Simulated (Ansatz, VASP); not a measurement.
## Two plane-wave programs on AlNi

```xyz
2
Lattice="1.9470 -1.9470 0.0000 2.1693 2.1693 0.0000 0.0000 0.0000 2.8689" Properties=species:S:1:pos:R:3 pbc="T T T"
Al    0.0000    0.0000    0.0000
Ni    2.0582    0.1112    1.4344
```

Change from the starting cell: normal strain along x -0.0367, normal strain along y +0.0733.

Alike in both runs: task single point; functional PBEsol; k mesh 16 × 16 × 16; occupations gaussian, width 0.15 eV; no spin polarisation.

|  | VASP | Ansatz |
| --- | --- | --- |
| version | VASP 6.6.1 | Ansatz 0.2.0 |
| potentials or method | VASP PAW PBE potentials, release 64 (Al, Ni), cutoff 520 eV | scalar-relativistic, plane waves, PAW |
| valence electrons in the cell | 13 | 21 |

VASP gave:

```
gap on the k mesh at the Fermi level (eV)                     : none
pressure (GPa)                                                : -4.6
traceless stress, the component that is largest in VASP (GPa) : -3.73
```

Problem. Which values does Ansatz return?

Solution. gap on the k mesh at the Fermi level (eV): none; pressure (GPa): -4.9; traceless stress, the component that is largest in VASP (GPa): -3.64.

VASP's potentials were made for PBE, not for PBEsol, and Ansatz warns of the same on its side. A gap of «none» marks a metal or a gap that the smearing closes. With one functional, cell and mesh, what is left measures potentials, basis and numerics. VASP's potentials hold 13 valence electrons a cell and Ansatz's 21, so a difference there can come from the potentials and not from the codes. Ansatz's warnings: near symmetry operations not taken.
